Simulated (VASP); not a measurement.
Here is a VASP 6.6.1 calculation.

File POSCAR:

```
Ir
1.0
    0.0000000000      1.8897103398      1.8897103398
    1.8897103398      0.0000000000      1.8897103398
    1.8897103398      1.8897103398      0.0000000000
Ir
1
Direct
    0.0000000000      0.0000000000      0.0000000000
```

File INCAR.step1:

```
PREC     = Accurate       # precision mode
ENCUT    = 420            # plane-wave cutoff, eV
EDIFF    = 1E-5           # SCF threshold, eV
ISMEAR   = -1             # smearing method
SIGMA    = 0.05           # smearing width, eV
LREAL    = False          # projectors in reciprocal space
LASPH    = True           # aspherical terms in the spheres
NELM     = 120            # most SCF steps
ALGO     = Normal         # electronic algorithm
ISIF     = 2              # what is computed and relaxed
LWAVE    = True           # write WAVECAR
NBANDS   = 14             # bands
GGA      = PE             # functional
GGA_COMPAT= False
```

Contents of INCAR.step2:

```
PREC     = Accurate       # precision mode
ENCUT    = 420            # plane-wave cutoff, eV
EDIFF    = 1E-6           # SCF threshold, eV
ISMEAR   = -1             # smearing method
SIGMA    = 0.05           # smearing width, eV
LREAL    = False          # projectors in reciprocal space
LASPH    = True           # aspherical terms in the spheres
NELM     = 120            # most SCF steps
ALGO     = Normal         # electronic algorithm
ISIF     = 2              # what is computed and relaxed
LWAVE    = False          # write WAVECAR
LCHARG   = True           # write CHGCAR
GGA      = PE             # functional
LHFCALC  = True           # exact exchange
AEXX     = 0.25           # exact-exchange fraction
PRECFOCK = Normal       
LELF     = True           # ELF
LVHAR    = True         
NBANDS   = 14             # bands
ISTART   = 1            
GGA_COMPAT= False
```

Contents of KPOINTS:

```
regular mesh
0
Gamma
  8 8 8
```

Potentials or basis: VASP PAW PBE potentials, release 64 (Ir_sv_GW).

The run is started by

```bash
$ cat potpaw_PBE.64/Ir_sv_GW/POTCAR > POTCAR
$ cp INCAR.step1 INCAR
$ mpirun -np 1 vasp_std > vasp.out
$ cp INCAR.step2 INCAR
$ mpirun -np 1 vasp_std > vasp.out
```

Question: What does it give for the pressure?

Answer: 15.5 GPa.

Question: Estimate the band gap on the k mesh.

Answer: Zero (an odd number of electrons rules out a gap without spin polarisation).

Caveat: the cell stands under pressure; the PAW data sets were made with another functional, which shifts forces and pressure a little; spin-orbit coupling is left out, which moves the levels of the heavy elements.
